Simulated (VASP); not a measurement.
# MgO (P1) in VASP: a series of runs

Runs on MgO. Level: r2SCAN. Tasks: single point.

All numbers are computed with VASP 6.6.1; they aren't measurements. Logs are shortened: lines on timing, memory, paths and dates and some standing lists are left out, and cuts for length are marked.

### 1 The cell of the first run

The typed cell holds 24 atoms: a = 5.948 Å, b = 5.948 Å, c = 8.922 Å, α = 60.00°, β = 60.00°, γ = 60.00°.

### 2 Single point, r2SCAN

File POSCAR:

```
MgO
1.0
    0.0000000000      4.2058750000      4.2058750000
    4.2058750000      0.0000000000      4.2058750000
    6.3088130000      6.3088130000      0.0000000000
Mg O
12 12
Direct
    0.0000664547     -0.0010657711      0.0000133940
   -0.0004738610     -0.0060039825      0.3354700797
    0.0019107796      0.0026509347      0.6651304294
   -0.0065343121      0.5049321485     -0.0006954557
    0.0004641127      0.4964874134      0.3360245422
   -0.0024587036      0.5044272595      0.6682269707
    0.5066394032      0.0019827028     -0.0039869624
    0.4994891669     -0.0024237525      0.3328481919
    0.5012648973     -0.0047912741      0.6703336269
    0.5030903201      0.5002783012     -0.0032361080
    0.4999129789      0.5065303890      0.3321681115
    0.4928366868      0.5020937379      0.6692378582
    0.2450005052      0.2519488810      0.1710557121
    0.2531121348      0.2423728713      0.4954919412
    0.2519300978      0.2464946058      0.8333869620
    0.2488591553      0.7529043303      0.1693203618
    0.2544683330      0.7467899070      0.4998999019
    0.2511212292      0.7523401195      0.8279949810
    0.7461611436      0.2494385829      0.1680998470
    0.7538146046      0.2446301899      0.5003063175
    0.7583685916      0.2440663358      0.8339967439
    0.7482950635      0.7537731150      0.1629627475
    0.7480696645      0.7505799626      0.5024548199
    0.7437212233      0.7518629298      0.8353751332
```

File INCAR.step1:

```
PREC = Accurate
ENCUT = 520
ISMEAR = -1
SIGMA = 0.02
LREAL = Auto
LASPH = T
NELM = 100
NBANDS = 66
GGA = PE
ALGO = Normal
EDIFF = 1E-4
LWAVE = T
LCHARG = F
```

File INCAR.step2:

```
PREC = Accurate
ENCUT = 520
EDIFF = 1E-6
ISMEAR = -1
SIGMA = 0.02
LREAL = Auto
LASPH = T
NELM = 100
ALGO = Normal
ISIF = 2
LWAVE = F
LCHARG = T
METAGGA = R2SCAN
LMIXTAU = T
LELF = T
LVHAR = T
NBANDS = 66
ISTART = 1
```

File KPOINTS:

```
Automatic mesh
0
Gamma
  4 4 2
```

Potentials or basis: VASP PAW PBE potentials, release 64 (Mg, O).

Command:

```sh
> cat potpaw_PBE.64/Mg/POTCAR potpaw_PBE.64/O/POTCAR > POTCAR
> cp INCAR.step1 INCAR
> mpirun -np 1 vasp_std > vasp.out
> cp INCAR.step2 INCAR
> mpirun -np 1 vasp_std > vasp.out
```

OUTCAR:

```text
PREC = Accurate
   ENCUT = 520
   EDIFF = 1E-6
   ISMEAR = -1
   LREAL = Auto
   LASPH = T
   NELM = 100
   ISIF = 2
   METAGGA = R2SCAN
   ISTART = 1

 ion  position               nearest neighbor table
   1  0.000  0.999  0.000-  21 2.06  22 2.09  15 2.10  19 2.11  16 2.11  18 2.12   7 2.94   4 2.96
                             9 2.96  10 2.97   3 2.97   8 2.97   2 2.98  10 2.98   6 2.98   4 2.99
   2  1.000  0.994  0.335-  16 2.06  23 2.08  20 2.09  17 2.11  13 2.12  19 2.12  11 2.94   6 2.94
                             5 2.95   8 2.97   3 2.97   8 2.98   9 2.98   1 2.98   5 2.99  11 3.01
   3  0.002  0.003  0.665-  14 2.07  18 2.08  21 2.08  20 2.08  17 2.12  24 2.14   5 2.94  12 2.95
                             7 2.95   8 2.96   6 2.96   4 2.97   1 2.97   9 2.97   2 2.97   9 2.98
   4  0.993  0.505  0.999-  22 2.08  24 2.08  19 2.11  18 2.12  15 2.13  13 2.14   7 2.93  10 2.94
                             6 2.94  11 2.95  12 2.96   1 2.96   3 2.97   1 2.99   5 3.00  10 3.01
   5  0.000  0.496  0.336-  13 2.07  14 2.07  20 2.10  23 2.12  16 2.12  22 2.15   3 2.94   2 2.95
                            11 2.97   8 2.97   6 2.98   8 2.98  11 2.98   1 2.99   2 2.99  12 3.00
   6  0.998  0.504  0.668-  23 2.10  24 2.10  17 2.10  21 2.10  15 2.11  14 2.19   9 2.94  10 2.94
                             2 2.94   4 2.94  12 2.94   3 2.96   5 2.98   1 2.98   3 2.99  11 2.99
   7  0.507  0.002  0.996-  24 2.07  22 2.07  21 2.08  15 2.10  16 2.13  13 2.16   4 2.93   9 2.94
                             1 2.94  12 2.95   3 2.95  10 2.96   8 2.97  11 2.97  10 2.99   1 3.00
   8  0.499  0.998  0.333-  14 2.06  17 2.09  13 2.09  19 2.10  22 2.10  23 2.12  11 2.92   3 2.96
                             5 2.97   7 2.97   2 2.97   1 2.97  12 2.97   2 2.98   5 2.98  10 2.99
   9  0.501  0.995  0.670-  24 2.06  18 2.07  15 2.09  23 2.09  20 2.11  14 2.15  10 2.93   6 2.94
[... 5 lines left out ...]
  12  0.493  0.502  0.669-  18 2.05  17 2.07  15 2.09  23 2.12  20 2.15  21 2.16   6 2.94   7 2.95
                            10 2.95   3 2.95   4 2.96   9 2.96  11 2.97   8 2.97   9 2.99   5 3.00
  13  0.245  0.252  0.171-   5 2.07   8 2.09   2 2.12  10 2.13   4 2.14   7 2.16
  14  0.253  0.242  0.495-   8 2.06   3 2.07   5 2.07   9 2.15  11 2.15   6 2.19
  15  0.252  0.246  0.833-   9 2.09  12 2.09   7 2.10   1 2.10   6 2.11   4 2.13
  16  0.249  0.753  0.169-   2 2.06  11 2.08   1 2.11   5 2.12   7 2.13  10 2.15
  17  0.254  0.747  0.500-  11 2.07  12 2.07   8 2.09   6 2.10   2 2.11   3 2.12
  18  0.251  0.752  0.828-  12 2.05   9 2.07   3 2.08   1 2.12  10 2.12   4 2.12
  19  0.746  0.249  0.168-   8 2.10  10 2.10   1 2.11   4 2.11  11 2.12   2 2.12
  20  0.754  0.245  0.500-   3 2.08   2 2.09   5 2.10   9 2.11  11 2.13  12 2.15
  21  0.758  0.244  0.834-   1 2.06   7 2.08   3 2.08   6 2.10  10 2.10  12 2.16
  22  0.748  0.754  0.163-   7 2.07   4 2.08  11 2.08   1 2.09   8 2.10   5 2.15
  23  0.748  0.751  0.502-   2 2.08   9 2.09   6 2.10   8 2.12  12 2.12   5 2.12
  24  0.744  0.752  0.835-   9 2.06   7 2.07  10 2.07   4 2.08   6 2.10   3 2.14

  LATTYP: Found a face centered orthorhombic cell.
 ALAT       =     5.9480054666
 B/A-ratio  =     1.7320508076
 C/A-ratio  =     2.4494899369

  Lattice vectors:

 A1 = (   6.3088130000,   6.3088130000,   0.0000000000)
 A2 = (   2.1029380000,   6.3088130000,  -4.2058750000)
 A3 = (   0.0000000000,   4.2058750000,   4.2058750000)

Analysis of symmetry for initial positions (statically):
=====================================================================
 Subroutine PRICEL returns:
 Original cell was already a primitive cell.

 Routine SETGRP: Setting up the symmetry group for a
 face centered orthorhombic supercell.

 Subroutine GETGRP returns: Found  1 space group operations
 (whereof  1 operations were pure point group operations)
 out of a pool of  8 trial point group operations.

The static configuration has the point symmetry C_1 .

Analysis of symmetry for dynamics (positions and initial velocities):
=====================================================================
 Subroutine PRICEL returns:
 Original cell was already a primitive cell.

 Routine SETGRP: Setting up the symmetry group for a
 face centered orthorhombic supercell.

 Subroutine GETGRP returns: Found  1 space group operations
 (whereof  1 operations were pure point group operations)
 out of a pool of  8 trial point group operations.

The dynamic configuration has the point symmetry C_1 .

 Subroutine INISYM returns: Found  1 space group operations
 (whereof  1 operations are pure point group operations),
 and found     1 'primitive' translations

----------------------------------------------------------------------------------------

                                     Primitive cell

  volume of cell :     223.1980

  direct lattice vectors                    reciprocal lattice vectors
[... 79 lines left out ...]
     0.000000000  0.000000000  0.000000000

 -----------------------------------------------------------------------------
|                                                                             |
|           W    W    AA    RRRRR   N    N  II  N    N   GGGG   !!!           |
|           W    W   A  A   R    R  NN   N  II  NN   N  G    G  !!!           |
|           W    W  A    A  R    R  N N  N  II  N N  N  G       !!!           |
|           W WW W  AAAAAA  RRRRR   N  N N  II  N  N N  G  GGG   !            |
|           WW  WW  A    A  R   R   N   NN  II  N   NN  G    G                |
|           W    W  A    A  R    R  N    N  II  N    N   GGGG   !!!           |
|                                                                             |
|     Your reciprocal lattice and k-lattice belong to different lattice       |
|     classes:                                                                |
|                                                                             |
|        The reciprocal lattice is body-centered orthorhombic,                |
|        whereas your k-lattice is base-centered monoclinic.                  |
|                                                                             |
|     Results are often still useful ...                                      |
|                                                                             |
 -----------------------------------------------------------------------------

 WARNING: IBZKPT: internal override: KBLOWUP is changed to .FALSE.
      ... skipping the blow-up phase ...

 Subroutine IBZKPT returns following result:
 ===========================================

 Found     20 irreducible k-points:

 Following reciprocal coordinates:
            Coordinates               Weight
  0.000000  0.000000  0.000000      1.000000
  0.250000  0.000000  0.000000      2.000000
  0.500000  0.000000  0.000000      1.000000
  0.000000  0.250000  0.000000      2.000000
  0.250000  0.250000  0.000000      2.000000
  0.500000  0.250000  0.000000      2.000000
[... 12 lines left out ...]
  0.250000  0.500000  0.500000      2.000000
  0.500000  0.500000  0.500000      1.000000
   k-points           NKPTS =     20   k-points in BZ     NKDIM =     20   number of bands    NBANDS=     66
   number of dos      NEDOS =    301   number of ions     NIONS =     24
   total plane-waves  NPLWV = 161280
   dimension x,y,z NGX =    48 NGY =   48 NGZ =   70
   dimension x,y,z NGXF=    96 NGYF=   96 NGZF=  140
   ions per type =              12  12
   NGX,Y,Z   is equivalent  to a cutoff of  13.42, 13.42, 13.04 a.u.
   NGXF,Y,Z  is equivalent  to a cutoff of  26.83, 26.83, 26.09 a.u.
 SYSTEM =  unknown system
   PREC   = accura    normal or accurate (medium, high low for compatibility)
   ISTART =      1    job   : 0-new  1-cont  2-samecut
   ICHARG =      0    charge: 1-file 2-atom 10-const
   ISPIN  =      1    spin polarized calculation?
   LNONCOLLINEAR =      F non collinear calculations
   LSORBIT =      F    spin-orbit coupling
   LASPH  =      T    aspherical Exc in radial PAW
   ENCUT  =  520.0 eV  38.22 Ry    6.18 a.u.  11.06 11.06 16.59*2*pi/ulx,y,z
   NELM   =    100;   NELMIN=  2; NELMDL=  0     # of ELM steps
   EDIFF  = 0.1E-05   stopping-criterion for ELM
   LREAL  =      T    real-space projection
   EDIFFG = 0.1E-04   stopping-criterion for IOM
   NSW    =      0    number of steps for IOM
[... 5 lines left out ...]
   TEBEG  =    0.0;   TEEND  =   0.0 temperature during run
   PSTRESS=    0.0 pullay stress
   NELECT =      96.0000    total number of electrons
   NUPDOWN=      -1.0000    fix difference up-down
   EMIN   =  10.00;   EMAX   =-10.00  energy-range for DOS
   EFERMI =   0.00;   METHOD = LEGACY
   ISMEAR =    -1;   SIGMA  =   0.02  broadening in eV -4-tet -1-fermi 0-gaus
   EFERMI_NEDOS =   21; number of points for ismear=-14 and -15
   IALGO  =     38    algorithm
   IMIX   =      4    mixing-type and parameters
     AMIX     =   0.40;   BMIX     =  1.00
     AMIX_MAG =   1.60;   BMIX_MAG =  1.00
  volume/ion in A,a.u.               =       9.30        62.76
  Fermi-wavevector in a.u.,A,eV,Ry     =   1.235763  2.335253 20.777589  1.527110
  Thomas-Fermi vector in A             =   2.370399
   LORBIT       =      0    0 simple, 1 ext, 2 COOP (PROOUT), +10 PAW based schemes
   METAGGA = R2SCAN    functional components
   LHFCALC =     F    Hartree Fock is set to
   AEXX    =    0.0000 exact exchange contribution
   IVDW    =     0    specifies the selected vdW correction
   LEPSILON=     F    determine dielectric tensor
   LRPA    =     F    only Hartree local field effects (RPA)
 non-spin polarized calculation
  energy-cutoff  :      520.00
  volume of cell :      223.20
 maximum number of plane-waves:      6055
 NGX is ok and might be reduce to    48
   NGX = 23   NGY = 23   NGZ = 33

 number of electron      95.9999998 magnetization

 Free energy of the ion-electron system (eV)
  ---------------------------------------------------
  ext. energy  EPLUGINS =         0.00000000
  ---------------------------------------------------
  free energy    TOTEN  =      -193.76108054 eV

  energy without entropy =     -193.76108054  energy(sigma->0) =     -193.76108054

 E-fermi :   3.3507     XC(G=0): -11.6163

 val. band max:        2.8635022027   @ k =   0.0000   0.0000   0.0000
 cond. band min:       8.4402688700   @ k =   0.0000   0.0000   0.0000
 fundamental gap:      5.5767666673
 Fermi energy:         3.3506663755

 k-point     1 :       0.0000    0.0000    0.0000
  band No.  band energies     occupation
      1     -15.4445      2.00000
      2     -14.6048      2.00000
      3     -14.4570      2.00000
      4     -14.3061      2.00000
      5     -14.2284      2.00000
      6     -14.2030      2.00000
[... 1249 lines left out ...]
     59      14.6126      0.00000
     60      14.6558      0.00000
 [bands above 60 left out]

------------------------ aborting loop because EDIFF is reached ----------------------------------------

  FORCE on cell =-STRESS in cart. coord.  units (eV):
  Direction    XX          YY          ZZ          XY          YZ          ZX
  --------------------------------------------------------------------------------------
  -------------------------------------------------------------------------------------
  Total       -1.2490315     -1.4096613     -1.5783454      0.0300870      0.0120136     -0.0033322
  in kB       -8.9658941    -10.1189394    -11.3298001      0.2159729      0.0862368     -0.0239193
  external PRESSURE =     -10.1382112 kB  Pullay stress =       0.0000000 kB

 VOLUME and BASIS-vectors are now :
 -----------------------------------------------------------------------------
  energy-cutoff  :      520.00
  volume of cell :      223.20
      direct lattice vectors                 reciprocal lattice vectors
     0.000000000  4.205875000  4.205875000    -0.118881327  0.118881327  0.118881327
     4.205875000  0.000000000  4.205875000     0.118881327 -0.118881327  0.118881327
     6.308813000  6.308813000  0.000000000     0.079254212  0.079254212 -0.079254212

 POSITION                                       TOTAL-FORCE (eV/Angst)
 -----------------------------------------------------------------------------------
      4.20148      0.00036      4.20167         0.158445      0.238573      0.076069
      6.29704      6.32030      8.38450         0.187731     -0.269755      0.327353
      4.20733      4.20422      0.01919        -0.103874     -0.133698      0.121376
      8.42811     10.48282      6.30207        -0.105767      0.536437     -0.171270
      4.20808      2.12187      2.09012        -0.128816     -0.030698      0.081639
      6.33728      8.41125      6.31709        -0.541431      0.016333     -0.087899
[... 16 lines left out ...]
      6.32674      6.31618      6.30313        -0.291346      0.145470     -0.116567
      8.43247      8.39822      6.29024        -0.313833      0.200075      0.213126
 -----------------------------------------------------------------------------------
    total drift:                               -0.013549     -0.004191     -0.014023

  FREE ENERGIE OF THE ION-ELECTRON SYSTEM (eV)
  ---------------------------------------------------
  free  energy   TOTEN  =      -193.7610805355 eV

  energy  without entropy=     -193.7610805355  energy(sigma->0) =     -193.76108054
```

Run time: 47 min. Hardware: 1 thread of Oxide Virtual Turin-like, shared host; peak memory 0.5 GiB.

Results:

* Free energy: -193.7611 eV
* Pressure: -1.0 GPa
* Largest force: 0.891 eV/Å
* Band gap on the k mesh: 5.58 eV

Forces in eV/Å, atoms in the order of the input:
```
Mg   0.158  0.239  0.076
Mg   0.188 -0.270  0.327
Mg  -0.104 -0.134  0.121
Mg  -0.106  0.536 -0.171
Mg  -0.129 -0.031  0.082
Mg  -0.541  0.016 -0.088
Mg   0.477 -0.092 -0.448
Mg   0.233 -0.040  0.255
Mg  -0.114 -0.613  0.287
Mg   0.379  0.219 -0.469
Mg  -0.437  0.125 -0.458
Mg  -0.448  0.143  0.244
O   -0.509 -0.346  0.262
O    0.813  0.276  0.238
O    0.249 -0.125  0.141
O   -0.334 -0.245 -0.047
O    0.071 -0.076 -0.319
O    0.222  0.411 -0.347
O   -0.147 -0.037  0.296
O    0.359 -0.146 -0.059
O    0.272 -0.488 -0.008
O    0.054  0.330 -0.012
O   -0.291  0.145 -0.117
O   -0.314  0.200  0.213
```

Caveat: the k points lie up to 0.43 Å⁻¹ apart; the atoms stand as in a frame of molecular dynamics; the PAW data sets were made with another functional, which shifts forces and pressure a little.

[end of part 1 of 2]
